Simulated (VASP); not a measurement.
A run of VASP 6.6.1 is set up as follows.

File INCAR:

```
PREC     = Accurate       # precision mode
ENCUT    = 1330           # plane-wave cutoff, eV
EDIFF    = 1E-6           # SCF threshold, eV
ISMEAR   = 0              # smearing method
SIGMA    = 0.01           # smearing width, eV
LREAL    = False          # projectors in reciprocal space
LASPH    = True           # aspherical terms in the spheres
NELM     = 120            # most SCF steps
ALGO     = Normal         # electronic algorithm
ISIF     = 2              # what is computed and relaxed
LWAVE    = False          # write WAVECAR
LCHARG   = True           # write CHGCAR
LELF     = True           # ELF
LVHAR    = True         
NBANDS   = 16             # bands
GGA_COMPAT= False
```

KPOINTS

```
Automatic mesh
0
Gamma
  10 10 10
```

POSCAR

```
GaN
1.0
    0.0000000000      2.1976864937      2.1976864937
    2.1976864937      0.0000000000      2.1976864937
    2.1976864937      2.1976864937      0.0000000000
Ga N
1 1
Direct
    0.0000000000      0.0000000000      0.0000000000
    0.7500000000      0.7500000000      0.7500000000
```

Potentials or basis: VASP PAW LDA potentials, release 64 (Ga_d, N_h).

Launch:

```bash
$ cat potpaw_LDA.64/Ga_d/POTCAR potpaw_LDA.64/N_h/POTCAR > POTCAR
$ mpirun -np 1 vasp_std > vasp.out
```

**Question.** What does it give for the pressure?

**Answer.** 10.1 GPa.

**Question.** Predict the band gap on the k mesh.

**Answer.** 2.24 eV.

Caveat: the cell stands under pressure.
